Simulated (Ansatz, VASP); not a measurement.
One calculation of Ru, two programs

The input INCAR:

```
ALGO = Normal
EDIFF = 1E-6
ENCUT = 520
GGA = PS
ISIF = 2
ISMEAR = 0
LASPH = True
LCHARG = False
LREAL = False
LWAVE = False
NBANDS = 13
NELM = 100
PREC = Accurate
SIGMA = 0.1
```

Contents of KPOINTS:

```
k-points
0
Gamma
  8 8 8
```

The input POSCAR:

```
Ru
1.0
    0.0000000000      1.9261309566      1.9261309566
    1.9261309566      0.0000000000      1.9261309566
    1.9261309566      1.9261309566      0.0000000000
Ru
1
Direct
    0.0000000000      0.0000000000      0.0000000000
```

Input for Ansatz:

```yaml
crystal:
  lattice:
    - [0.0, 1.9261309566, 1.9261309566]
    - [1.9261309566, 0.0, 1.9261309566]
    - [1.9261309566, 1.9261309566, 0.0]
  atoms:
    - { symbol: Ru, position: [0.0, 0.0, 0.0] }
basis:
  ecutwfc: 420
kpoints:
  mp_grid: { grid: [8, 8, 8] }
hamiltonian:
  xc: pbesol
scf:
  occupations: { method: gaussian, width: 0.1 }
output:
  forces: true
  stress: true
  eigenvalues: true
```

Alike in both runs: task single point; functional PBEsol; k mesh 8 × 8 × 8; occupations gaussian, width 0.1 eV; no spin polarisation.

|  | VASP | Ansatz |
| --- | --- | --- |
| version | VASP 6.6.1 | Ansatz 0.2.0 |
| potentials or method | VASP PAW PBE potentials, release 64 (Ru_pv), cutoff 520 eV | scalar-relativistic, plane waves, PAW |
| valence electrons in the cell | 14 | 16 |

Ansatz gave:

```
gap on the k mesh at the Fermi level (eV) : none
pressure (GPa)                            : -20.0
```

Which values does VASP return?

gap on the k mesh at the Fermi level (eV): none; pressure (GPa): -20.1.

VASP's potentials were made for PBE, not for PBEsol. A gap of «none» marks a metal or a gap that the smearing closes. VASP's potentials hold 14 valence electrons a cell and Ansatz's 16, so a difference there can come from the potentials and not from the codes.
